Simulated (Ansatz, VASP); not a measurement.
**Two plane-wave programs on S**

```
S
1.0
     2.21885    0.00000    0.00000
     0.00000    2.59600    0.00000
     0.00000    0.00000    3.78321
S
1
Direct
  0.50000 0.00000 0.00000
```

Alike in both runs: functional PBE; k mesh 6 × 6 × 4; occupations gaussian, width 0.1 eV; no spin polarisation.

Ansatz relaxed the structure, and its values are those at the end. VASP's run is a single point on that final structure, the one shown.

|  | VASP | Ansatz |
| --- | --- | --- |
| version | VASP 6.6.1 | Ansatz 0.2.0 |
| potentials or method | VASP PAW PBE potentials, release 64 (S), cutoff 520 eV | scalar-relativistic, plane waves, PAW |
| valence electrons in the cell | 6 | 6 |

```csv
,VASP,Ansatz,Ansatz less VASP
gap on the k mesh at the Fermi level (eV),none,none,-
pressure (GPa),-0.1,0.0,+0.18
```

A gap of «none» marks a metal or a gap that the smearing closes.

The k mesh is coarse, so the values compare programs but aren't converged.
